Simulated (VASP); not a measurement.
# KTaO3 (Pm-3m) in VASP: a series of runs

Runs on KTaO3. Level: PBEsol. Tasks: single point.

Everything below comes from runs of VASP 6.6.1. Logs are shortened: lines on timing, memory, paths and dates and some standing lists are left out, and cuts for length are marked.

## Step 1: The cell of the first run

Symmetry: Pm-3m, No. 221, cubic system. The conventional cell has a = 3.799 Å, b = 3.799 Å, c = 3.799 Å, α = 90.00°, β = 90.00°, γ = 90.00°. Within 3.5 Å of K (site symmetry m-3m) lie 12 O at 2.69 Å and 8 Ta at 3.29 Å. Within 2.5 Å of Ta (site symmetry m-3m) lie 6 O at 1.90 Å. Within 2.5 Å of O (site symmetry 4/mmm) lie 2 Ta at 1.90 Å.

## Step 2: Single point, PBEsol

File INCAR:

```
PREC = Accurate ; ENCUT = 520
EDIFF = 1E-6 ; ISMEAR = 0
SIGMA = 0.02 ; LREAL = False
LASPH = True ; NELM = 100
ALGO = Normal ; ISIF = 2
LWAVE = False ; LCHARG = True
GGA = PS ; LELF = True
LVHAR = True ; NBANDS = 27
```

File KPOINTS:

```
regular mesh
0
Gamma
  8 8 8
```

File POSCAR:

```
KTaO3
1.0
    3.7989023024      0.0000000000      0.0000000000
    0.0000000000      3.7989023024      0.0000000000
    0.0000000000      0.0000000000      3.7989023024
K Ta O
1 1 3
Direct
    0.5000000000      0.5000000000      0.5000000000
    0.0000000000      0.0000000000      0.0000000000
    0.0000000000      0.5000000000      0.0000000000
    0.0000000000      0.0000000000      0.5000000000
    0.5000000000      0.0000000000      0.0000000000
```

Potentials or basis: VASP PAW PBE potentials, release 64 (K_sv, Ta_pv, O).

Command:

```sh
$ cat potpaw_PBE.64/K_sv/POTCAR potpaw_PBE.64/Ta_pv/POTCAR potpaw_PBE.64/O/POTCAR > POTCAR
$ mpirun -np 1 vasp_std > vasp.out
```

OUTCAR:

```text
PREC = Accurate
   ENCUT = 520
   EDIFF = 1E-6
   ISMEAR = 0
   LREAL = False
   LASPH = True
   NELM = 100
   ISIF = 2
   GGA = PS

 ion  position               nearest neighbor table
   1  0.500  0.500  0.500-   3 2.69   4 2.69   5 2.69   3 2.69   5 2.69   4 2.69   5 2.69   5 2.69
                             3 2.69   4 2.69   3 2.69   4 2.69   2 3.29   2 3.29   2 3.29   2 3.29
   2  0.000  0.000  0.000-   3 1.90   4 1.90   5 1.90   4 1.90   3 1.90   5 1.90   1 3.29   1 3.29
                             1 3.29   1 3.29   1 3.29   1 3.29   1 3.29   1 3.29
   3  0.000  0.500  0.000-   2 1.90   2 1.90   1 2.69   1 2.69   1 2.69   1 2.69
   4  0.000  0.000  0.500-   2 1.90   2 1.90   1 2.69   1 2.69   1 2.69   1 2.69
   5  0.500  0.000  0.000-   2 1.90   2 1.90   1 2.69   1 2.69   1 2.69   1 2.69

  LATTYP: Found a simple cubic cell.
 ALAT       =     3.7989023024

  Lattice vectors:

 A1 = (   3.7989023024,   0.0000000000,   0.0000000000)
 A2 = (   0.0000000000,   3.7989023024,   0.0000000000)
 A3 = (   0.0000000000,   0.0000000000,   3.7989023024)

Analysis of symmetry for initial positions (statically):
=====================================================================
 Subroutine PRICEL returns:
 Original cell was already a primitive cell.

 Routine SETGRP: Setting up the symmetry group for a
 simple cubic supercell.

 Subroutine GETGRP returns: Found 48 space group operations
 (whereof 48 operations were pure point group operations)
 out of a pool of 48 trial point group operations.

The static configuration has the point symmetry O_h .

Analysis of symmetry for dynamics (positions and initial velocities):
=====================================================================
 Subroutine PRICEL returns:
 Original cell was already a primitive cell.

 Routine SETGRP: Setting up the symmetry group for a
 simple cubic supercell.

 Subroutine GETGRP returns: Found 48 space group operations
 (whereof 48 operations were pure point group operations)
 out of a pool of 48 trial point group operations.

The dynamic configuration has the point symmetry O_h .

 Subroutine INISYM returns: Found 48 space group operations
 (whereof 48 operations are pure point group operations),
 and found     1 'primitive' translations

----------------------------------------------------------------------------------------

                                     Primitive cell

  volume of cell :      54.8245

  direct lattice vectors                    reciprocal lattice vectors
     3.798902302  0.000000000  0.000000000     0.263233935  0.000000000  0.000000000
     0.000000000  3.798902302  0.000000000     0.000000000  0.263233935  0.000000000
     0.000000000  0.000000000  3.798902302     0.000000000  0.000000000  0.263233935

  length of vectors
     3.798902302  3.798902302  3.798902302     0.263233935  0.263233935  0.263233935

  position of ions in fractional coordinates (direct lattice)
     0.500000000  0.500000000  0.500000000
     0.000000000  0.000000000  0.000000000
     0.000000000  0.500000000  0.000000000
     0.000000000  0.000000000  0.500000000
     0.500000000  0.000000000  0.000000000

  ion indices of the primitive-cell ions
   primitive index   ion index
                 1           1
                 2           2
                 3           3
                 4           4
                 5           5

----------------------------------------------------------------------------------------

 KPOINTS: regular mesh

Automatic generation of k-mesh.
 Grid dimensions read from file:
 generate k-points for:    8    8    8

 Generating k-lattice:

  Cartesian coordinates                     Fractional coordinates (reciprocal lattice)
     0.032904242  0.000000000  0.000000000     0.125000000  0.000000000  0.000000000
     0.000000000  0.032904242  0.000000000     0.000000000  0.125000000  0.000000000
     0.000000000  0.000000000  0.032904242     0.000000000  0.000000000  0.125000000

  Length of vectors
     0.032904242  0.032904242  0.032904242

  Shift w.r.t. Gamma in fractional coordinates (k-lattice)
     0.000000000  0.000000000  0.000000000

 Subroutine IBZKPT returns following result:
 ===========================================

 Found     35 irreducible k-points:

 Following reciprocal coordinates:
            Coordinates               Weight
  0.000000  0.000000  0.000000      1.000000
  0.125000  0.000000  0.000000      6.000000
  0.250000  0.000000  0.000000      6.000000
  0.375000  0.000000  0.000000      6.000000
  0.500000  0.000000  0.000000      3.000000
  0.125000  0.125000  0.000000     12.000000
[... 16 lines left out ...]
  0.375000  0.375000  0.125000     24.000000
  0.500000  0.375000  0.125000     24.000000
 [... further k-points ...]
   k-points           NKPTS =     35   k-points in BZ     NKDIM =     35   number of bands    NBANDS=     27
   number of dos      NEDOS =    301   number of ions     NIONS =      5
   total plane-waves  NPLWV =  21952
   dimension x,y,z NGX =    28 NGY =   28 NGZ =   28
   dimension x,y,z NGXF=    56 NGYF=   56 NGZF=   56
   ions per type =               1   1   3
   NGX,Y,Z   is equivalent  to a cutoff of  12.25, 12.25, 12.25 a.u.
   NGXF,Y,Z  is equivalent  to a cutoff of  24.51, 24.51, 24.51 a.u.
 SYSTEM =  unknown system
   PREC   = accura    normal or accurate (medium, high low for compatibility)
   ISTART =      0    job   : 0-new  1-cont  2-samecut
   ICHARG =      2    charge: 1-file 2-atom 10-const
   ISPIN  =      1    spin polarized calculation?
   LNONCOLLINEAR =      F non collinear calculations
   LSORBIT =      F    spin-orbit coupling
   LASPH  =      T    aspherical Exc in radial PAW
   ENCUT  =  520.0 eV  38.22 Ry    6.18 a.u.   7.06  7.06  7.06*2*pi/ulx,y,z
   NELM   =    100;   NELMIN=  2; NELMDL= -5     # of ELM steps
   EDIFF  = 0.1E-05   stopping-criterion for ELM
   LREAL  =      F    real-space projection
   EDIFFG = 0.1E-04   stopping-criterion for IOM
   NSW    =      0    number of steps for IOM
   IBRION =     -1    ionic relax: 0-MD 1-quasi-New 2-CG
   NFREE  =      0    steps in history (QN), initial steepest desc. (CG)
   ISIF   =      2    stress and relaxation
   ISYM   =      2    0-nonsym 1-usesym 2-fastsym
   POTIM  = 0.5000    time-step for ionic-motion
   TEBEG  =    0.0;   TEEND  =   0.0 temperature during run
   PSTRESS=    0.0 pullay stress
   NELECT =      38.0000    total number of electrons
   NUPDOWN=      -1.0000    fix difference up-down
   EMIN   =  10.00;   EMAX   =-10.00  energy-range for DOS
   EFERMI =   0.00;   METHOD = LEGACY
   ISMEAR =     0;   SIGMA  =   0.02  broadening in eV -4-tet -1-fermi 0-gaus
   EFERMI_NEDOS =   21; number of points for ismear=-14 and -15
   IALGO  =     38    algorithm
   IMIX   =      4    mixing-type and parameters
     AMIX     =   0.40;   BMIX     =  1.00
     AMIX_MAG =   1.60;   BMIX_MAG =  1.00
  volume/ion in A,a.u.               =      10.96        73.99
  Fermi-wavevector in a.u.,A,eV,Ry     =   1.448809  2.737853 28.559289  2.099049
  Thomas-Fermi vector in A             =   2.566608
   LORBIT       =      0    0 simple, 1 ext, 2 COOP (PROOUT), +10 PAW based schemes
   GGA     = PS    functional components
   LHFCALC =     F    Hartree Fock is set to
   AEXX    =    0.0000 exact exchange contribution
   IVDW    =     0    specifies the selected vdW correction
   LEPSILON=     F    determine dielectric tensor
   LRPA    =     F    only Hartree local field effects (RPA)
 non-spin polarized calculation
 Gauss-broadening in eV      SIGMA  =   0.02
  energy-cutoff  :      520.00
  volume of cell :       54.82
 maximum number of plane-waves:      1498
   NGX = 15   NGY = 15   NGZ = 15

 number of electron      37.9999985 magnetization

 Free energy of the ion-electron system (eV)
  ---------------------------------------------------
  ext. energy  EPLUGINS =         0.00000000
  ---------------------------------------------------
  free energy    TOTEN  =       -41.91847539 eV

  energy without entropy =      -41.91847539  energy(sigma->0) =      -41.91847539

 E-fermi :   2.8279     XC(G=0): -11.9273

 val. band max:        2.7321289131   @ k =   0.5000   0.5000   0.5000
 cond. band min:       5.0846107126   @ k =   0.0000   0.0000   0.0000
 fundamental gap:      2.3524817995
 Fermi energy:         2.8279403514

 k-point     1 :       0.0000    0.0000    0.0000
  band No.  band energies     occupation
      1     -30.7121      2.00000
      2     -30.7121      2.00000
      3     -30.7121      2.00000
      4     -24.3222      2.00000
      5     -15.2863      2.00000
      6     -14.5623      2.00000
[... 19 lines left out ...]
     26      11.3447      0.00000
     27      11.3447      0.00000

 k-point     2 :       0.1250    0.0000    0.0000
  band No.  band energies     occupation
      1     -30.7400      2.00000
      2     -30.7110      2.00000
      3     -30.7110      2.00000
      4     -24.3119      2.00000
      5     -15.2404      2.00000
      6     -14.5572      2.00000
[... 19 lines left out ...]
     26      11.3491      0.00000
     27      12.1050      0.00000

 k-point     3 :       0.2500    0.0000    0.0000
  band No.  band energies     occupation
      1     -30.8064      2.00000
      2     -30.7081      2.00000
      3     -30.7081      2.00000
      4     -24.2872      2.00000
      5     -15.2253      2.00000
      6     -14.5438      2.00000
[... 19 lines left out ...]
     26      11.6411      0.00000
     27      13.5835      0.00000

 k-point     4 :       0.3750    0.0000    0.0000
  band No.  band energies     occupation
      1     -30.8712      2.00000
      2     -30.7054      2.00000
      3     -30.7054      2.00000
      4     -24.2627      2.00000
      5     -15.2673      2.00000
      6     -14.5307      2.00000
[... 19 lines left out ...]
     26      12.6743      0.00000
     27      13.4379      0.00000

 k-point     5 :       0.5000    0.0000    0.0000
  band No.  band energies     occupation
      1     -30.8977      2.00000
      2     -30.7042      2.00000
      3     -30.7042      2.00000
      4     -24.2525      2.00000
      5     -15.2908      2.00000
      6     -14.5253      2.00000
[... 19 lines left out ...]
     26      13.1654      0.00000
     27      13.2894      0.00000

 k-point     6 :       0.1250    0.1250    0.0000
  band No.  band energies     occupation
      1     -30.7395      2.00000
      2     -30.7381      2.00000
      3     -30.7098      2.00000
      4     -24.3026      2.00000
      5     -15.1735      2.00000
      6     -14.4731      2.00000
[... 444 lines left out ...]
      1     -30.8641      2.00000
      2     -30.7966      2.00000
      3     -30.7288      2.00000
      4     -24.2428      2.00000
      5     -14.7606      2.00000
      6     -13.9920      2.00000
[... 19 lines left out ...]
     26      13.5382      0.00000
     27      14.0580      0.00000

 k-point    22 :       0.5000    0.2500    0.1250
  band No.  band energies     occupation
      1     -30.8902      2.00000
      2     -30.7952      2.00000
      3     -30.7276      2.00000
      4     -24.2364      2.00000
      5     -14.7561      2.00000
      6     -13.9899      2.00000
[... 19 lines left out ...]
     26      13.7320      0.00000
     27      14.0561      0.00000

 k-point    23 :       0.3750    0.3750    0.1250
  band No.  band energies     occupation
      1     -30.8608      2.00000
      2     -30.8595      2.00000
      3     -30.7259      2.00000
      4     -24.2319      2.00000
      5     -14.6536      2.00000
      6     -13.4475      2.00000
[... 19 lines left out ...]
     26      13.9704      0.00000
     27      13.9783      0.00000

 k-point    24 :       0.5000    0.3750    0.1250
  band No.  band energies     occupation
      1     -30.8861      2.00000
      2     -30.8586      2.00000
      3     -30.7248      2.00000
      4     -24.2274      2.00000
      5     -14.6263      2.00000
      6     -13.4265      2.00000
[... 19 lines left out ...]
     26      14.0131      0.00000
     27      14.2689      0.00000

 [... further k-points ...]
[... 5 lines left out ...]
  --------------------------------------------------------------------------------------
  -------------------------------------------------------------------------------------
  Total       14.2733034     14.2733034     14.2733034      0.0000000      0.0000000     -0.0000000
  in kB      417.1197037    417.1197037    417.1197037      0.0000000      0.0000000     -0.0000000
  external PRESSURE =     417.1197037 kB  Pullay stress =       0.0000000 kB

 VOLUME and BASIS-vectors are now :
 -----------------------------------------------------------------------------
  energy-cutoff  :      520.00
  volume of cell :       54.82
      direct lattice vectors                 reciprocal lattice vectors
     3.798902302  0.000000000  0.000000000     0.263233935  0.000000000  0.000000000
     0.000000000  3.798902302  0.000000000     0.000000000  0.263233935  0.000000000
     0.000000000  0.000000000  3.798902302     0.000000000  0.000000000  0.263233935

 POSITION                                       TOTAL-FORCE (eV/Angst)
 -----------------------------------------------------------------------------------
      1.89945      1.89945      1.89945         0.000000      0.000000      0.000000
      0.00000      0.00000      0.00000         0.000000      0.000000      0.000000
      0.00000      1.89945      0.00000         0.000000      0.000000      0.000000
      0.00000      0.00000      1.89945         0.000000      0.000000      0.000000
      1.89945      0.00000      0.00000         0.000000      0.000000      0.000000
 -----------------------------------------------------------------------------------
    total drift:                                0.000000      0.000000     -0.000000

  FREE ENERGIE OF THE ION-ELECTRON SYSTEM (eV)
  ---------------------------------------------------
  free  energy   TOTEN  =       -41.9184753908 eV

  energy  without entropy=      -41.9184753908  energy(sigma->0) =      -41.91847539
```

It took 46 s on 1 thread of Intel Xeon 6975P-C (Granite Rapids), shared host; peak memory 0.19 GiB.

Results:

| Item | Value |
| --- | --- |
| Free energy | -41.9185 eV |
| Pressure | 41.7 GPa |
| Band gap on the k mesh | 2.35 eV (least direct gap 2.83 eV) |

Caveat: the cell stands under pressure; the PAW data sets were made with another functional, which shifts forces and pressure a little; spin-orbit coupling is left out, which moves the levels of the heavy elements.

(Continued in part 2 of 2.)
